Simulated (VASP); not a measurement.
# AlN (Fm-3m) in VASP: notebook, part 2 of 2

VASP 6.6.1. The steps go on from the part before.

**3. Single point, LDA**

The input, INCAR:

```
SYSTEM = AlN
  ALGO = Normal
  EDIFF = 1E-6
  ENCUT = 600
  GGA_COMPAT = .False.
  ISIF = 2
  ISMEAR = 0
  LASPH = .True.
  LCHARG = .False.
  LREAL = .False.
  LWAVE = .False.
  NBANDS = 11
  NELM = 120
  PREC = Accurate
  SIGMA = 0.01
```

The input, KPOINTS:

```
k-points
0
Gamma
  4 4 4
  0 0 0
```

The input, POSCAR:

```
AlN
1.0
    0.0000000000      2.0188684454      2.0188684454
    2.0188684454      0.0000000000      2.0188684454
    2.0188684454      2.0188684454      0.0000000000
Al N
1 1
Direct
    0.0000000000      0.0000000000      0.0000000000
    0.5000000000      0.5000000000      0.5000000000
```

Potentials or basis: VASP PAW LDA potentials, release 64 (Al, N).

Launch:

```sh
$ cat potpaw_LDA.64/Al/POTCAR potpaw_LDA.64/N/POTCAR > POTCAR
$ mpirun -np 1 vasp_std > vasp.out
```

OUTCAR:

```text
SYSTEM = AlN
   EDIFF = 1E-6
   ENCUT = 600
   ISIF = 2
   ISMEAR = 0
   LASPH = .True.
   LREAL = .False.
   NELM = 120
   PREC = Accurate

 ion  position               nearest neighbor table
   1  0.000  0.000  0.000-   2 2.02   2 2.02   2 2.02   2 2.02   2 2.02   2 2.02
   2  0.500  0.500  0.500-   1 2.02   1 2.02   1 2.02   1 2.02   1 2.02   1 2.02

  LATTYP: Found a face centered cubic cell.
 ALAT       =     4.0377368908

  Lattice vectors:

 A1 = (   0.0000000000,   2.0188684454,   2.0188684454)
 A2 = (   2.0188684454,   0.0000000000,   2.0188684454)
 A3 = (   2.0188684454,   2.0188684454,   0.0000000000)

Analysis of symmetry for initial positions (statically):
=====================================================================
 Subroutine PRICEL returns:
 Original cell was already a primitive cell.

 Routine SETGRP: Setting up the symmetry group for a
 face centered cubic supercell.

 Subroutine GETGRP returns: Found 48 space group operations
 (whereof 48 operations were pure point group operations)
 out of a pool of 48 trial point group operations.

The static configuration has the point symmetry O_h .

Analysis of symmetry for dynamics (positions and initial velocities):
=====================================================================
 Subroutine PRICEL returns:
 Original cell was already a primitive cell.

 Routine SETGRP: Setting up the symmetry group for a
 face centered cubic supercell.

 Subroutine GETGRP returns: Found 48 space group operations
 (whereof 48 operations were pure point group operations)
 out of a pool of 48 trial point group operations.

The dynamic configuration has the point symmetry O_h .

 Subroutine INISYM returns: Found 48 space group operations
 (whereof 48 operations are pure point group operations),
 and found     1 'primitive' translations

----------------------------------------------------------------------------------------

                                     Primitive cell

  volume of cell :      16.4571

  direct lattice vectors                    reciprocal lattice vectors
     0.000000000  2.018868445  2.018868445    -0.247663488  0.247663488  0.247663488
     2.018868445  0.000000000  2.018868445     0.247663488 -0.247663488  0.247663488
     2.018868445  2.018868445  0.000000000     0.247663488  0.247663488 -0.247663488

  length of vectors
     2.855111136  2.855111136  2.855111136     0.428965744  0.428965744  0.428965744

  position of ions in fractional coordinates (direct lattice)
     0.000000000  0.000000000  0.000000000
     0.500000000  0.500000000  0.500000000

  ion indices of the primitive-cell ions
   primitive index   ion index
                 1           1
                 2           2

----------------------------------------------------------------------------------------

 KPOINTS: k-points

Automatic generation of k-mesh.
 Grid dimensions read from file:
 generate k-points for:    4    4    4

 Generating k-lattice:

  Cartesian coordinates                     Fractional coordinates (reciprocal lattice)
    -0.061915872  0.061915872  0.061915872     0.250000000  0.000000000  0.000000000
     0.061915872 -0.061915872  0.061915872     0.000000000  0.250000000  0.000000000
     0.061915872  0.061915872 -0.061915872     0.000000000  0.000000000  0.250000000

  Length of vectors
     0.107241436  0.107241436  0.107241436

  Shift w.r.t. Gamma in fractional coordinates (k-lattice)
     0.000000000  0.000000000  0.000000000

 Subroutine IBZKPT returns following result:
 ===========================================

 Found      8 irreducible k-points:

 Following reciprocal coordinates:
            Coordinates               Weight
  0.000000  0.000000  0.000000      1.000000
  0.250000  0.000000  0.000000      8.000000
  0.500000  0.000000  0.000000      4.000000
  0.250000  0.250000  0.000000      6.000000
  0.500000  0.250000  0.000000     24.000000
 -0.250000  0.250000  0.000000     12.000000
  0.500000  0.500000  0.000000      3.000000
 -0.250000  0.500000  0.250000      6.000000
   k-points           NKPTS =      8   k-points in BZ     NKDIM =      8   number of bands    NBANDS=     11
   number of dos      NEDOS =    301   number of ions     NIONS =      2
   total plane-waves  NPLWV =  13824
   dimension x,y,z NGX =    24 NGY =   24 NGZ =   24
   dimension x,y,z NGXF=    48 NGYF=   48 NGZF=   48
   ions per type =               1   1
   NGX,Y,Z   is equivalent  to a cutoff of  13.97, 13.97, 13.97 a.u.
   NGXF,Y,Z  is equivalent  to a cutoff of  27.95, 27.95, 27.95 a.u.
 SYSTEM =  AlN
   PREC   = accura    normal or accurate (medium, high low for compatibility)
   ISTART =      0    job   : 0-new  1-cont  2-samecut
   ICHARG =      2    charge: 1-file 2-atom 10-const
   ISPIN  =      1    spin polarized calculation?
   LNONCOLLINEAR =      F non collinear calculations
   LSORBIT =      F    spin-orbit coupling
   LASPH  =      T    aspherical Exc in radial PAW
   ENCUT  =  600.0 eV  44.10 Ry    6.64 a.u.   5.70  5.70  5.70*2*pi/ulx,y,z
   NELM   =    120;   NELMIN=  2; NELMDL= -5     # of ELM steps
   EDIFF  = 0.1E-05   stopping-criterion for ELM
   LREAL  =      F    real-space projection
   EDIFFG = 0.1E-04   stopping-criterion for IOM
   NSW    =      0    number of steps for IOM
   IBRION =     -1    ionic relax: 0-MD 1-quasi-New 2-CG
   NFREE  =      0    steps in history (QN), initial steepest desc. (CG)
   ISIF   =      2    stress and relaxation
   ISYM   =      2    0-nonsym 1-usesym 2-fastsym
   POTIM  = 0.5000    time-step for ionic-motion
   TEBEG  =    0.0;   TEEND  =   0.0 temperature during run
   PSTRESS=    0.0 pullay stress
   NELECT =       8.0000    total number of electrons
   NUPDOWN=      -1.0000    fix difference up-down
   EMIN   =  10.00;   EMAX   =-10.00  energy-range for DOS
   EFERMI =   0.00;   METHOD = LEGACY
   ISMEAR =     0;   SIGMA  =   0.01  broadening in eV -4-tet -1-fermi 0-gaus
   EFERMI_NEDOS =   21; number of points for ismear=-14 and -15
   IALGO  =     38    algorithm
   IMIX   =      4    mixing-type and parameters
     AMIX     =   0.40;   BMIX     =  1.00
     AMIX_MAG =   1.60;   BMIX_MAG =  1.00
  volume/ion in A,a.u.               =       8.23        55.53
  Fermi-wavevector in a.u.,A,eV,Ry     =   1.287222  2.432497 22.544046  1.656941
  Thomas-Fermi vector in A             =   2.419249
   LORBIT       =      0    0 simple, 1 ext, 2 COOP (PROOUT), +10 PAW based schemes
   GGA     = CA    functional components
   LHFCALC =     F    Hartree Fock is set to
   AEXX    =    0.0000 exact exchange contribution
   IVDW    =     0    specifies the selected vdW correction
   LEPSILON=     F    determine dielectric tensor
   LRPA    =     F    only Hartree local field effects (RPA)
 non-spin polarized calculation
 Gauss-broadening in eV      SIGMA  =   0.01
  energy-cutoff  :      600.00
  volume of cell :       16.46
 maximum number of plane-waves:       568
 NGX is ok and might be reduce to    24
   NGX = 11   NGY = 11   NGZ = 11

 number of electron       8.0000000 magnetization

 Free energy of the ion-electron system (eV)
  ---------------------------------------------------
  ext. energy  EPLUGINS =         0.00000000
  ---------------------------------------------------
  free energy    TOTEN  =       -16.14330203 eV

  energy without entropy =      -16.14330203  energy(sigma->0) =      -16.14330203

 E-fermi :   9.9748     XC(G=0): -12.5873

 val. band max:        9.8186619193   @ k =   0.0000   0.0000   0.0000
 cond. band min:      14.2653493626   @ k =   0.5000   0.5000   0.0000
 fundamental gap:      4.4466874433
 Fermi energy:         9.9748279139

 k-point     1 :       0.0000    0.0000    0.0000
  band No.  band energies     occupation
      1      -7.6511      2.00000
      2       9.8187      2.00000
      3       9.8187      2.00000
      4       9.8187      2.00000
      5      15.6288      0.00000
      6      21.8001      0.00000
      7      21.8001      0.00000
      8      21.8001      0.00000
      9      27.0321      0.00000
     10      27.4297      0.00000
     11      27.4297      0.00000
[... 85 lines left out ...]
 k-point     8 :      -0.2500    0.5000    0.2500
  band No.  band energies     occupation
      1      -3.0878      2.00000
      2       4.0346      2.00000
      3       4.0346      2.00000
      4       5.8366      2.00000
      5      17.7603      0.00000
      6      20.4262      0.00000
      7      20.4262      0.00000
      8      21.9146      0.00000
      9      28.8631      0.00000
     10      28.8631      0.00000
     11      34.8073      0.00000

------------------------ aborting loop because EDIFF is reached ----------------------------------------

  FORCE on cell =-STRESS in cart. coord.  units (eV):
  Direction    XX          YY          ZZ          XY          YZ          ZX
  --------------------------------------------------------------------------------------
  -------------------------------------------------------------------------------------
  Total       -0.4878846     -0.4878846     -0.4878846     -0.0000000     -0.0000000     -0.0000000
  in kB      -47.4978201    -47.4978201    -47.4978201     -0.0000000     -0.0000000     -0.0000000
  external PRESSURE =     -47.4978201 kB  Pullay stress =       0.0000000 kB

 VOLUME and BASIS-vectors are now :
 -----------------------------------------------------------------------------
  energy-cutoff  :      600.00
  volume of cell :       16.46
      direct lattice vectors                 reciprocal lattice vectors
     0.000000000  2.018868445  2.018868445    -0.247663488  0.247663488  0.247663488
     2.018868445  0.000000000  2.018868445     0.247663488 -0.247663488  0.247663488
     2.018868445  2.018868445  0.000000000     0.247663488  0.247663488 -0.247663488

 POSITION                                       TOTAL-FORCE (eV/Angst)
 -----------------------------------------------------------------------------------
      0.00000      0.00000      0.00000        -0.000000      0.000000     -0.000000
      2.01887      2.01887      2.01887         0.000000     -0.000000      0.000000
 -----------------------------------------------------------------------------------
    total drift:                               -0.000000     -0.000000      0.000000

  FREE ENERGIE OF THE ION-ELECTRON SYSTEM (eV)
  ---------------------------------------------------
  free  energy   TOTEN  =       -16.1433020304 eV

  energy  without entropy=      -16.1433020304  energy(sigma->0) =      -16.14330203
```

stdout:

```text
POSCAR found type information on POSCAR AlN
 POSCAR found :  2 types and       2 ions
 scaLAPACK will be used
 LDA part: xc-table for (Slater(with rela. corr.)+CA(PZ))
 , standard interpolation
 POSCAR, INCAR and KPOINTS ok, starting setup
 FFT: planning ... GRIDC
 FFT: planning ... GRID_SOFT
 FFT: planning ... GRID
 WAVECAR not read
 entering main loop
```

Run time: 1.3 s. Hardware: 1 thread of Intel Xeon 6975P-C (Granite Rapids), shared host; peak memory 0.12 GiB.

What came out:

| Item | Value |
| --- | --- |
| Free energy | -16.1433 eV |
| Pressure | -4.7 GPa |
| Band gap on the k mesh | 4.45 eV (least direct gap 5.81 eV) |

Caveat: the k points lie up to 0.67 Å⁻¹ apart.

**4. Single point, PBEsol**

The input, INCAR:

```
PREC = Accurate
ENCUT = 600
EDIFF = 1E-6
ISMEAR = -1
SIGMA = 0.5
LREAL = F
LASPH = T
NELM = 120
ALGO = Normal
ISIF = 2
LWAVE = F
LCHARG = F
GGA = PS
NBANDS = 11
GGA_COMPAT = F
```

The input, KPOINTS:

```
Automatic mesh
0
Gamma
  8 8 8
```

POSCAR is that of step 3.

Potentials or basis: VASP PAW PBE potentials, release 64 (Al, N).

Launch:

```sh
$ cat potpaw_PBE.64/Al/POTCAR potpaw_PBE.64/N/POTCAR > POTCAR
$ mpirun -np 1 vasp_std > vasp.out
```

It took 2.9 s on 1 thread of Intel Xeon 6975P-C (Granite Rapids), shared host; peak memory 0.13 GiB.

The run converged. Its results:

```
Free energy            : -15.4512 eV
Pressure               : 1.3 GPa
Band gap on the k mesh : 4.60 eV (least direct gap 5.73 eV)
```

Levels at points of the mesh, in eV from the valence-band top:
| k point | band 1 | band 2 | band 3 | band 4 | band 5 | band 6 | band 7 | band 8 | band 9 |
| --- | --- | --- | --- | --- | --- | --- | --- | --- | --- |
| (0.00, 0.00, 0.00) | -17.59 | 0.00 | 0.00 | 0.00 | 5.73 | 12.04 | 12.04 | 12.04 | 17.13 |
| (0.50, 0.00, 0.00) | -14.27 | -8.39 | -1.10 | -1.10 | 6.07 | 10.94 | 10.94 | 13.32 | 16.00 |
| (0.50, 0.50, 0.00) | -13.27 | -7.48 | -2.83 | -2.83 | 4.60 | 5.13 | 14.02 | 17.23 | 17.23 |

Caveat: the PAW data sets were made with another functional, which shifts forces and pressure a little.

**5. Single point, PBEsol**

The input, INCAR:

```
PREC     = Accurate       # precision mode
ENCUT    = 600            # plane-wave cutoff, eV
EDIFF    = 1E-6           # SCF threshold, eV
ISMEAR   = 1              # smearing method
SIGMA    = 0.001          # smearing width, eV
LREAL    = F              # projectors in reciprocal space
LASPH    = T              # aspherical terms in the spheres
NELM     = 120            # most SCF steps
ALGO     = Normal         # electronic algorithm
ISIF     = 2              # what is computed and relaxed
LWAVE    = F              # write WAVECAR
LCHARG   = F              # write CHGCAR
GGA      = PS             # functional
NBANDS   = 11             # bands
GGA_COMPAT= F
```

KPOINTS is that of step 4.

POSCAR is that of step 4.

Launch:

```sh
$ cat potpaw_PBE.64/Al/POTCAR potpaw_PBE.64/N/POTCAR > POTCAR
$ mpirun -np 1 vasp_std > vasp.out
```

Wall time 3.1 s (1 thread of Intel Xeon 6975P-C (Granite Rapids), shared host); peak memory 0.13 GiB.

It converged, with:

```
Free energy            : -15.4498 eV
Pressure               : 1.2 GPa
Band gap on the k mesh : 4.59 eV (least direct gap 5.73 eV)
```

Levels at points of the mesh, in eV from the valence-band top:
```csv
k point,band 1,band 2,band 3,band 4,band 5,band 6,band 7,band 8
"(0.00, 0.00, 0.00)",-17.59,0.00,0.00,0.00,5.73,12.04,12.04,12.04
"(0.50, 0.00, 0.00)",-14.27,-8.39,-1.10,-1.10,6.07,10.94,10.94,13.32
"(0.50, 0.50, 0.00)",-13.27,-7.48,-2.83,-2.83,4.59,5.13,14.02,17.23
```

Caveat: the PAW data sets were made with another functional, which shifts forces and pressure a little.

**6. Single point, PBEsol**

The input, INCAR:

```
PREC     = Accurate       # precision mode
ENCUT    = 600            # plane-wave cutoff, eV
EDIFF    = 1E-6           # SCF threshold, eV
ISMEAR   = 0              # smearing method
SIGMA    = 0.05           # smearing width, eV
LREAL    = False          # projectors in reciprocal space
LASPH    = True           # aspherical terms in the spheres
NELM     = 120            # most SCF steps
ALGO     = Normal         # electronic algorithm
ISIF     = 2              # what is computed and relaxed
LWAVE    = False          # write WAVECAR
LCHARG   = True           # write CHGCAR
GGA      = PS             # functional
LELF     = True           # ELF
LVHAR    = True         
NBANDS   = 11             # bands
GGA_COMPAT= False
```

KPOINTS is that of step 5.

POSCAR is that of step 5.

Potentials or basis: VASP PAW PBE potentials, release 64 (Al, N).

Launch:

```sh
$ cat potpaw_PBE.64/Al/POTCAR potpaw_PBE.64/N/POTCAR > POTCAR
$ mpirun -np 1 vasp_std > vasp.out
```

It took 2.9 s on 1 thread of Intel Xeon 6975P-C (Granite Rapids), shared host; peak memory 0.13 GiB.

It converged, with:

| Quantity | Value |
| --- | --- |
| Free energy | -15.4498 eV |
| Pressure | 1.2 GPa |
| Band gap on the k mesh | 4.59 eV (least direct gap 5.73 eV) |

Levels at points of the mesh, in eV from the valence-band top:
```
           k point  band 1  band 2  band 3  band 4  band 5  band 6  band 7  band 8  band 9
(0.00, 0.00, 0.00)  -17.59    0.00    0.00    0.00    5.73   12.04   12.04   12.04   17.13
(0.50, 0.00, 0.00)  -14.27   -8.39   -1.10   -1.10    6.07   10.94   10.94   13.32   16.00
(0.50, 0.50, 0.00)  -13.27   -7.48   -2.83   -2.83    4.59    5.13   14.02   17.23   17.23
```

Caveat: the PAW data sets were made with another functional, which shifts forces and pressure a little.

**7. Summary**

| level | potentials or basis | k mesh | smearing | gap on the mesh (eV) | pressure (GPa) |
| --- | --- | --- | --- | --- | --- |
| PBEsol | VASP PAW PBE potentials, release 64 (Al, N) | 3 × 3 × 3 | gaussian 0.01 eV | 5.66 | 2.4 |
| LDA | VASP PAW LDA potentials, release 64 (Al, N) | 4 × 4 × 4 | gaussian 0.01 eV | 4.45 | -4.7 |
| PBEsol | VASP PAW PBE potentials, release 64 (Al, N) | 8 × 8 × 8 | fermi-dirac 0.5 eV | 4.60 | 1.3 |
| PBEsol | VASP PAW PBE potentials, release 64 (Al, N) | 8 × 8 × 8 | methfessel-paxton 0.001 eV | 4.59 | 1.2 |
| PBEsol | VASP PAW PBE potentials, release 64 (Al, N) | 8 × 8 × 8 | gaussian 0.05 eV | 4.59 | 1.2 |

Alike in all rows: task single point; no spin polarisation; cell as given; cutoff (eV) 600.

Caveats: some runs use coarse meshes; the PAW data sets were made with another functional, which shifts forces and pressure a little (at least some runs); an odd mesh through Γ misses points on the zone boundary, where band edges can lie (at least some runs).

Absolute energies hang on the potentials; compare differences alone.
